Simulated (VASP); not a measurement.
Cr: single point with r2SCAN

Crystal: Cr.

```
Cr
1.0
    -1.41488    1.41488    1.41488
     1.41488   -1.41488    1.41488
     1.41488    1.41488   -1.41488
Cr
1
Direct
  0.00000 0.00000 0.00000
```

* Program: VASP 6.6.1
* Task: single point
* Functional: r2SCAN
* Potentials or basis: VASP PAW PBE potentials, release 64 (Cr_pv)
* Cutoff: 520 eV
* k mesh: 15 × 15 × 15
* Occupations: gaussian, width 0.6 eV
* Spin: collinear spin, ferromagnetic start
* Starting moments: [1.5] μB

The pressure is 1.2 GPa, the band gap on the k mesh is zero (filled and empty bands overlap) and the net moment is 0.00 μB per cell. The valence electrons inside the program's atomic spheres are Cr 11.32.

Levels at points of the mesh, in eV from the Fermi level:
Spin up:
```tsv
k point	band 3	band 4	band 5	band 6	band 7	band 8	band 9	band 10
(0.00, 0.00, 0.00)	-44.23	-8.44	-0.92	-0.92	-0.92	1.50	1.50	3.30
```
Spin down:
| k point | band 3 | band 4 | band 5 | band 6 | band 7 | band 8 | band 9 | band 10 |
| --- | --- | --- | --- | --- | --- | --- | --- | --- |
| (0.00, 0.00, 0.00) | -44.23 | -8.44 | -0.92 | -0.92 | -0.92 | 1.50 | 1.50 | 3.30 |

Run time: 82 s on 1 thread of AMD EPYC 9R45 96-Core Processor (Zen 5), on a shared host, peak memory 0.11 GiB.

Caveat: so wide a smearing shifts energies and pressures; the moments typed at the start vanished in this run; the PAW data sets were made with another functional, which shifts forces and pressure a little.
